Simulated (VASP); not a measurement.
**Ir: single point with PBE**

Crystal: Ir.

```
CELL_PARAMETERS angstrom
-0.01920 1.91010 1.91010
1.91010 -0.01920 1.91010
1.91010 1.91010 -0.01920
ATOMIC_POSITIONS crystal
Ir 0.00000 0.00000 0.00000
```

This cell differs from its parent crystal: equal xy, yz and zx shear strains of -1 %.

* Program: VASP 6.6.1
* Task: single point
* Functional: PBE
* Potentials or basis: VASP PAW PBE potentials, release 64 (Ir)
* Cutoff: 520 eV
* k mesh: 15 × 15 × 15
* Occupations: fermi-dirac, width 0.05 eV
* Spin: no spin polarisation
* Dipole correction: no
* Further INCAR settings: ALGO = Normal; EDIFF = 1e-06; NBANDS = 10

```
Pressure               : 9.7 GPa
Band gap on the k mesh : zero (an odd number of electrons rules out a gap without spin polarisation)
```

Stress tensor (GPa, compression positive):
```
9.67 2.80 2.80
2.80 9.67 2.80
2.80 2.80 9.67
```

Levels at points of the mesh, in eV from the Fermi level:
```
           k point  band 1  band 2  band 3  band 4  band 5  band 6  band 7  band 8
(0.00, 0.00, 0.00)  -11.17   -4.02   -4.02   -3.78   -1.24   -1.24   14.28   19.71
```

It took 60 s on 1 thread of Intel Xeon 8259CL, on a shared host, peak memory 0.17 GiB.

Caveat: the cell differs from its parent crystal (equal xy, yz and zx shear strains of -1 %); the cell stands under pressure; spin-orbit coupling is left out, which moves the levels of the heavy elements.
